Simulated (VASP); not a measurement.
# GaGe (F-43m) in VASP: settings compared

GaGe is run at these levels: PBE, PBE+U; tasks: single point.

Program: VASP 6.6.1. These are calculated values, not measurements. Logs are shortened: lines on timing, memory, paths and dates and some standing lists are left out, and cuts for length are marked.

### 1 The cell of the first run

Symmetry: F-43m, No. 216, cubic system. Conventional cell: a = 5.796 Å, b = 5.796 Å, c = 5.796 Å, α = 90.00°, β = 90.00°, γ = 90.00°. Ga (site symmetry -43m) has 4 Ge at 2.51 Å within 3.3 Å. Within 3.3 Å of Ge (site symmetry -43m) lie 4 Ga at 2.51 Å.

### 2 Single point, PBE

INCAR reads:

```
SYSTEM = GaGe
ALGO     = Normal         ! electronic algorithm
EDIFF    = 1E-6           ! SCF threshold, eV
ENCUT    = 520            ! plane-wave cutoff, eV
GGA      = PE             ! functional
ISIF     = 2              ! what is computed and relaxed
ISMEAR   = 1              ! smearing method
ISYM     = 0            
LASPH    = .True.         ! aspherical terms in the spheres
LCHARG   = .False.        ! write CHGCAR
LREAL    = .False.        ! projectors in reciprocal space
LWAVE    = .False.        ! write WAVECAR
NBANDS   = 20             ! bands
NELM     = 100            ! most SCF steps
PREC     = Accurate       ! precision mode
SIGMA    = 0.1            ! smearing width, eV
```

KPOINTS reads:

```
Automatic mesh
0
Gamma
  2 2 2
  0.57 0.2 0.44
```

POSCAR reads:

```
GaGe
1.0
    0.0000000000      2.8978440000      2.8978440000
    2.8978440000      0.0000000000      2.8978440000
    2.8978440000      2.8978440000      0.0000000000
Ga Ge
1 1
Direct
    0.7500000000      0.7500000000      0.7500000000
    0.0000000000      0.0000000000      0.0000000000
```

Potentials or basis: VASP PAW PBE potentials, release 64 (Ga_d, Ge_d).

Launch:

```sh
cat potpaw_PBE.64/Ga_d/POTCAR potpaw_PBE.64/Ge_d/POTCAR > POTCAR
mpirun -np 1 vasp_std > vasp.out
```

OUTCAR:

```text
SYSTEM = GaGe
   EDIFF = 1E-6
   ENCUT = 520
   GGA = PE
   ISIF = 2
   ISMEAR = 1
   ISYM = 0
   LASPH = .True.
   LREAL = .False.
   NELM = 100
   PREC = Accurate

 ion  position               nearest neighbor table
   1  0.750  0.750  0.750-   2 2.51   2 2.51   2 2.51   2 2.51
   2  0.000  0.000  0.000-   1 2.51   1 2.51   1 2.51   1 2.51

IMPORTANT INFORMATION: All symmetrisations will be switched off!
NOSYMM: (Re-)initialisation of all symmetry stuff for point group C_1.

----------------------------------------------------------------------------------------

                                     Primitive cell

  volume of cell :      48.6693

  direct lattice vectors                    reciprocal lattice vectors
     0.000000000  2.897844000  2.897844000    -0.172542069  0.172542069  0.172542069
     2.897844000  0.000000000  2.897844000     0.172542069 -0.172542069  0.172542069
     2.897844000  2.897844000  0.000000000     0.172542069  0.172542069 -0.172542069

  length of vectors
     4.098170286  4.098170286  4.098170286     0.298851630  0.298851630  0.298851630

  position of ions in fractional coordinates (direct lattice)
     0.750000000  0.750000000  0.750000000
     0.000000000  0.000000000  0.000000000

  ion indices of the primitive-cell ions
   primitive index   ion index
                 1           1
                 2           2

----------------------------------------------------------------------------------------

 KPOINTS: Automatic mesh

Automatic generation of k-mesh.
 Grid dimensions read from file:
 generate k-points for:    2    2    2

 Generating k-lattice:

  Cartesian coordinates                     Fractional coordinates (reciprocal lattice)
    -0.086271035  0.086271035  0.086271035     0.500000000  0.000000000  0.000000000
     0.086271035 -0.086271035  0.086271035     0.000000000  0.500000000  0.000000000
     0.086271035  0.086271035 -0.086271035     0.000000000  0.000000000  0.500000000

  Length of vectors
     0.149425815  0.149425815  0.149425815

  Shift w.r.t. Gamma in fractional coordinates (k-lattice)
     0.570000000  0.200000000  0.440000000

 Subroutine IBZKPT returns following result:
 ===========================================

 Found    192 irreducible k-points:

 Following reciprocal coordinates:
            Coordinates               Weight
 -0.215000  0.100000  0.220000      2.000000
  0.220000 -0.215000  0.100000      2.000000
  0.100000  0.220000 -0.215000      2.000000
  0.100000 -0.120000  0.315000      2.000000
 -0.215000 -0.315000 -0.435000      2.000000
  0.220000  0.435000  0.120000      2.000000
[... 16 lines left out ...]
 -0.100000  0.215000 -0.220000      2.000000
 -0.220000 -0.100000  0.215000      2.000000
 [... further k-points ...]
   k-points           NKPTS =    192   k-points in BZ     NKDIM =    192   number of bands    NBANDS=     20
   number of dos      NEDOS =    301   number of ions     NIONS =      2
   total plane-waves  NPLWV =  27000
   dimension x,y,z NGX =    30 NGY =   30 NGZ =   30
   dimension x,y,z NGXF=    60 NGYF=   60 NGZF=   60
   ions per type =               1   1
   NGX,Y,Z   is equivalent  to a cutoff of  12.17, 12.17, 12.17 a.u.
   NGXF,Y,Z  is equivalent  to a cutoff of  24.34, 24.34, 24.34 a.u.
 SYSTEM =  GaGe
   PREC   = accura    normal or accurate (medium, high low for compatibility)
   ISTART =      0    job   : 0-new  1-cont  2-samecut
   ICHARG =      2    charge: 1-file 2-atom 10-const
   ISPIN  =      1    spin polarized calculation?
   LNONCOLLINEAR =      F non collinear calculations
   LSORBIT =      F    spin-orbit coupling
   LASPH  =      T    aspherical Exc in radial PAW
   ENCUT  =  520.0 eV  38.22 Ry    6.18 a.u.   7.62  7.62  7.62*2*pi/ulx,y,z
   NELM   =    100;   NELMIN=  2; NELMDL= -5     # of ELM steps
   EDIFF  = 0.1E-05   stopping-criterion for ELM
   LREAL  =      F    real-space projection
   EDIFFG = 0.1E-04   stopping-criterion for IOM
   NSW    =      0    number of steps for IOM
   IBRION =     -1    ionic relax: 0-MD 1-quasi-New 2-CG
   NFREE  =      0    steps in history (QN), initial steepest desc. (CG)
   ISIF   =      2    stress and relaxation
   ISYM   =      0    0-nonsym 1-usesym 2-fastsym
   POTIM  = 0.5000    time-step for ionic-motion
   TEBEG  =    0.0;   TEEND  =   0.0 temperature during run
   PSTRESS=    0.0 pullay stress
   NELECT =      27.0000    total number of electrons
   NUPDOWN=      -1.0000    fix difference up-down
   EMIN   =  10.00;   EMAX   =-10.00  energy-range for DOS
   EFERMI =   0.00;   METHOD = LEGACY
   ISMEAR =     1;   SIGMA  =   0.10  broadening in eV -4-tet -1-fermi 0-gaus
   EFERMI_NEDOS =   21; number of points for ismear=-14 and -15
   IALGO  =     38    algorithm
   IMIX   =      4    mixing-type and parameters
     AMIX     =   0.40;   BMIX     =  1.00
     AMIX_MAG =   1.60;   BMIX_MAG =  1.00
  volume/ion in A,a.u.               =      24.33       164.22
  Fermi-wavevector in a.u.,A,eV,Ry     =   1.345172  2.542006 24.619567  1.809487
  Thomas-Fermi vector in A             =   2.473106
   LORBIT       =      0    0 simple, 1 ext, 2 COOP (PROOUT), +10 PAW based schemes
   GGA     = PE    functional components
   LHFCALC =     F    Hartree Fock is set to
   AEXX    =    0.0000 exact exchange contribution
   IVDW    =     0    specifies the selected vdW correction
   LEPSILON=     F    determine dielectric tensor
   LRPA    =     F    only Hartree local field effects (RPA)
 non-spin polarized calculation
 Methfessel and Paxton  Order N= 1 SIGMA  =   0.10
  energy-cutoff  :      520.00
  volume of cell :       48.67
 maximum number of plane-waves:      1323
   NGX = 15   NGY = 15   NGZ = 15

 number of electron      26.9999991 magnetization

 Free energy of the ion-electron system (eV)
  ---------------------------------------------------
  ext. energy  EPLUGINS =         0.00000000
  ---------------------------------------------------
  free energy    TOTEN  =        -7.35353169 eV

  energy without entropy =       -7.35553342  energy(sigma->0) =       -7.35419893

 E-fermi :   2.7273     XC(G=0):  -9.5729

 val. band max:        2.6702845619   @ k =  -0.3800   0.4000  -0.3150
 cond. band min:       2.7994683848   @ k =   0.1200  -0.1000   0.1850
 fundamental gap:      0.1291838228
 Fermi energy:         2.7273266414

 k-point     1 :      -0.2150    0.1000    0.2200
  band No.  band energies     occupation
      1     -20.9344      2.00000
      2     -20.9318      2.00000
      3     -20.9313      2.00000
      4     -20.9147      2.00000
      5     -20.9132      2.00000
      6     -11.3158      2.00000
[... 12 lines left out ...]
     19      12.6996      0.00000
     20      14.0730      0.00000

 k-point     2 :       0.2200   -0.2150    0.1000
  band No.  band energies     occupation
      1     -20.9344      2.00000
      2     -20.9318      2.00000
      3     -20.9313      2.00000
      4     -20.9147      2.00000
      5     -20.9132      2.00000
      6     -11.3158      2.00000
[... 12 lines left out ...]
     19      12.6996      0.00000
     20      14.0730      0.00000

 k-point     3 :       0.1000    0.2200   -0.2150
  band No.  band energies     occupation
      1     -20.9344      2.00000
      2     -20.9318      2.00000
      3     -20.9313      2.00000
      4     -20.9147      2.00000
      5     -20.9132      2.00000
      6     -11.3158      2.00000
[... 12 lines left out ...]
     19      12.6996      0.00000
     20      14.0730      0.00000

 k-point     4 :       0.1000   -0.1200    0.3150
  band No.  band energies     occupation
      1     -20.9344      2.00000
      2     -20.9318      2.00000
      3     -20.9313      2.00000
      4     -20.9147      2.00000
      5     -20.9132      2.00000
      6     -11.3158      2.00000
[... 12 lines left out ...]
     19      12.6996      0.00000
     20      14.0730      0.00000

 k-point     5 :      -0.2150   -0.3150   -0.4350
  band No.  band energies     occupation
      1     -20.9344      2.00000
      2     -20.9318      2.00000
      3     -20.9313      2.00000
      4     -20.9147      2.00000
      5     -20.9132      2.00000
      6     -11.3158      2.00000
[... 12 lines left out ...]
     19      12.6996      0.00000
     20      14.0730      0.00000

 k-point     6 :       0.2200    0.4350    0.1200
  band No.  band energies     occupation
      1     -20.9344      2.00000
      2     -20.9318      2.00000
      3     -20.9313      2.00000
      4     -20.9147      2.00000
      5     -20.9132      2.00000
      6     -11.3158      2.00000
[... 12 lines left out ...]
     19      12.6996      0.00000
     20      14.0730      0.00000

 k-point     7 :      -0.1200   -0.4350   -0.2200
  band No.  band energies     occupation
      1     -20.9344      2.00000
      2     -20.9318      2.00000
      3     -20.9313      2.00000
      4     -20.9147      2.00000
      5     -20.9132      2.00000
      6     -11.3158      2.00000
[... 12 lines left out ...]
     19      12.6996      0.00000
     20      14.0730      0.00000
[... 277 lines left out ...]
 k-point    20 :       0.1200   -0.1000   -0.3150
  band No.  band energies     occupation
      1     -20.9344      2.00000
      2     -20.9318      2.00000
      3     -20.9313      2.00000
      4     -20.9147      2.00000
      5     -20.9132      2.00000
      6     -11.3158      2.00000
[... 12 lines left out ...]
     19      12.6996      0.00000
     20      14.0730      0.00000

 k-point    21 :       0.3150    0.2150    0.4350
  band No.  band energies     occupation
      1     -20.9344      2.00000
      2     -20.9318      2.00000
      3     -20.9313      2.00000
      4     -20.9147      2.00000
      5     -20.9132      2.00000
      6     -11.3158      2.00000
[... 12 lines left out ...]
     19      12.6996      0.00000
     20      14.0730      0.00000

 k-point    22 :       0.2150   -0.2200   -0.1000
  band No.  band energies     occupation
      1     -20.9344      2.00000
      2     -20.9318      2.00000
      3     -20.9313      2.00000
      4     -20.9147      2.00000
      5     -20.9132      2.00000
      6     -11.3158      2.00000
[... 12 lines left out ...]
     19      12.6996      0.00000
     20      14.0730      0.00000

 k-point    23 :      -0.1000    0.2150   -0.2200
  band No.  band energies     occupation
      1     -20.9344      2.00000
      2     -20.9318      2.00000
      3     -20.9313      2.00000
      4     -20.9147      2.00000
      5     -20.9132      2.00000
      6     -11.3158      2.00000
[... 12 lines left out ...]
     19      12.6996      0.00000
     20      14.0730      0.00000

 k-point    24 :      -0.2200   -0.1000    0.2150
  band No.  band energies     occupation
      1     -20.9344      2.00000
      2     -20.9318      2.00000
      3     -20.9313      2.00000
      4     -20.9147      2.00000
      5     -20.9132      2.00000
      6     -11.3158      2.00000
[... 12 lines left out ...]
     19      12.6996      0.00000
     20      14.0730      0.00000

 [... further k-points ...]
[... 5 lines left out ...]
  --------------------------------------------------------------------------------------
  -------------------------------------------------------------------------------------
  Total       -0.0829298     -0.0829290     -0.0829286      0.0000418      0.0000494      0.0000411
  in kB       -2.7300223     -2.7299944     -2.7299832      0.0013750      0.0016250      0.0013516
  external PRESSURE =      -2.7299999 kB  Pullay stress =       0.0000000 kB

 VOLUME and BASIS-vectors are now :
 -----------------------------------------------------------------------------
  energy-cutoff  :      520.00
  volume of cell :       48.67
      direct lattice vectors                 reciprocal lattice vectors
     0.000000000  2.897844000  2.897844000    -0.172542069  0.172542069  0.172542069
     2.897844000  0.000000000  2.897844000     0.172542069 -0.172542069  0.172542069
     2.897844000  2.897844000  0.000000000     0.172542069  0.172542069 -0.172542069

 POSITION                                       TOTAL-FORCE (eV/Angst)
 -----------------------------------------------------------------------------------
      4.34677      4.34677      4.34677        -0.000000     -0.000002      0.000000
      0.00000      0.00000      0.00000         0.000000      0.000002     -0.000000
 -----------------------------------------------------------------------------------
    total drift:                                0.000012      0.000010      0.000014

  FREE ENERGIE OF THE ION-ELECTRON SYSTEM (eV)
  ---------------------------------------------------
  free  energy   TOTEN  =        -7.3535316914 eV

  energy  without entropy=       -7.3555334179  energy(sigma->0) =       -7.35419893
```

It took 4 min on 1 thread of Intel Xeon 8259CL, shared host; peak memory 0.31 GiB.

Results:

```
Free energy : -7.3535 eV
Pressure    : -0.3 GPa
```

Caveat: the k points lie up to 0.94 Å⁻¹ apart.

### 3 Single point, PBE+U

INCAR reads:

```
PREC = Accurate ; ENCUT = 520
EDIFF = 1E-6 ; ISMEAR = 0
SIGMA = 0.1 ; LREAL = F
LASPH = T ; NELM = 150
ALGO = Normal ; ISIF = 2
LWAVE = F ; LCHARG = T
LDAU = T ; LDAUTYPE = 2
LDAUL = 2 -1 ; LDAUU = 1.4 0
LDAUJ = 0 0 ; LDAUPRINT = 1
GGA = PE ; LELF = T
LVHAR = T ; NBANDS = 20
```

KPOINTS reads:

```
regular mesh
0
Gamma
  3 3 3
```

POSCAR is that of step 2.

Potentials or basis: VASP PAW PBE potentials, release 64 (Ga_d, Ge_d).

Launch:

```sh
cat potpaw_PBE.64/Ga_d/POTCAR potpaw_PBE.64/Ge_d/POTCAR > POTCAR
mpirun -np 1 vasp_std > vasp.out
```

Run time: 19 s. Hardware: 1 thread of Intel Xeon 8259CL, shared host; peak memory 0.16 GiB.

It converged, with:

```yaml
Free_energy: -6.7290 eV
Pressure: -0.2 GPa
```

Levels at points of the mesh, in eV from the Fermi level:
```
           k point  band 11  band 12  band 13  band 14  band 15  band 16
(0.00, 0.00, 0.00)   -11.09     1.10     1.10     1.10     1.52     3.76
```

Eigenvalues of the final occupation matrices:
| site | spin | trace | eigenvalues |
| --- | --- | --- | --- |
| site 1 d | 1 | 4.99 | 0.99 0.99 1.00 1.00 1.00 |
| site 1 d | 2 | 4.99 | 0.99 0.99 1.00 1.00 1.00 |

Caveat: the k points lie up to 0.63 Å⁻¹ apart; U without spin polarisation on a metal has little footing; the U is typed as a test and isn't derived for this compound.
